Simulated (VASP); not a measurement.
Input of a VASP 6.6.1 run:

The input INCAR:

```
SYSTEM = Li2RuN2
ALGO = Normal ; EDIFF = 1E-6
EDIFFG = -0.01 ; ENCUT = 600
GGA = RP ; IBRION = 2
ISIF = 3 ; ISMEAR = -1
LASPH = .True. ; LCHARG = .False.
LREAL = .False. ; LWAVE = .False.
NELM = 100 ; NSW = 60
PREC = Accurate ; SIGMA = 0.05
```

KPOINTS

```
k-points
0
Gamma
  10 10 5
  0 0 0
```

Contents of POSCAR:

```
Li2RuN2
1.0
    3.1642327038      0.0000000000      0.0000000000
   -1.5821163519      2.7403059050      0.0000000000
    0.0000000000      0.0000000000      5.2114500038
Ru N Li
1 2 2
Direct
    0.0000000000      0.0000000000      0.0000000000
    0.3333333333      0.6666666667      0.2130110000
    0.6666666667      0.3333333333      0.7869890000
    0.3333333333      0.6666666667      0.6398200000
    0.6666666667      0.3333333333      0.3601800000
```

Potentials or basis: VASP PAW PBE potentials, release 64 (Ru_pv, N, Li_sv).

Run with:

```sh
$ cat potpaw_PBE.64/Ru_pv/POTCAR potpaw_PBE.64/N/POTCAR potpaw_PBE.64/Li_sv/POTCAR > POTCAR
$ mpirun -np 1 vasp_std > vasp.out
```

(1) Predict the relaxed volume.

(2) Estimate the space group after relaxing (to 0.05 Å).

(3) Estimate the relaxed cell.

(4) What does it give for the band gap on the k mesh?

Answers

(1) 9.19 Å³/atom.

(2) P-3m1 (No. 164).

(3) a = 3.171 Å, b = 3.171 Å, c = 5.277 Å, α = 90.00°, β = 90.00°, γ = 120.00°.

(4) zero (band 15 reaches 7.10 eV, above the bottom of band 16 at 6.71 eV).

Caveat: the cutoff is under 1.25 times the usual one of these potentials, so pressure, stress and relaxed cells hold a basis-set (Pulay) error; the PAW data sets were made with another functional, which shifts forces and pressure a little.
